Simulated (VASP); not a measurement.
Here is a VASP 6.6.1 calculation.

INCAR

```
  ALGO = Normal
  EDIFF = 1E-6
  ENCUT = 520
  ISIF = 2
  ISMEAR = 1
  LASPH = True
  LCHARG = True
  LELF = True
  LREAL = False
  LVHAR = True
  LWAVE = False
  NBANDS = 34
  NELM = 100
  PREC = Accurate
  SIGMA = 0.025
```

KPOINTS

```
k-points
0
Gamma
  5 6 2
```

Contents of POSCAR:

```
CrBrO
1.0
    3.7428207141      0.0000000000      0.0000000000
    0.0000000000      3.1786676916      0.0000000000
    0.0000000000      0.0000000000      7.5561076212
Cr O Br
2 2 2
Direct
    0.2500000000      0.2500000000      0.0771137083
    0.7500000000      0.7500000000      0.9228862917
    0.2500000000      0.7500000000      0.9189886287
    0.7500000000      0.2500000000      0.0810113713
    0.2500000000      0.7500000000      0.3210058785
    0.7500000000      0.2500000000      0.6789941215
```

Potentials or basis: VASP PAW LDA potentials, release 64 (Cr_pv, O, Br).

The run is started by

```bash
$ cat potpaw_LDA.64/Cr_pv/POTCAR potpaw_LDA.64/O/POTCAR potpaw_LDA.64/Br/POTCAR > POTCAR
$ mpirun -np 1 vasp_std > vasp.out
```

**Question.** Predict the largest force.

**Answer.** 0.066 eV/Å.

**Question.** What does it give for the pressure?

**Answer.** 0.5 GPa.

**Question.** What does it give for the band gap on the k mesh?

**Answer.** Zero (bands 25 and 26 overlap by 0.25 eV).

Forces in eV/Å, atoms in the order of the input:
```
Cr   0.000  0.000  0.066
Cr   0.000  0.000 -0.066
O    0.000  0.000 -0.033
O    0.000  0.000  0.033
Br   0.000  0.000  0.020
Br   0.000  0.000 -0.020
```

Caveat: the k points lie up to 0.42 Å⁻¹ apart; the run has no spin polarisation, though such a crystal can be magnetic; semilocal functionals often make such compounds metallic where correlation or magnetic order opens a gap, which also shifts bond lengths. With open d or f shells a metallic result of LDA can be an artefact of self-interaction; +U or a hybrid may open a gap.
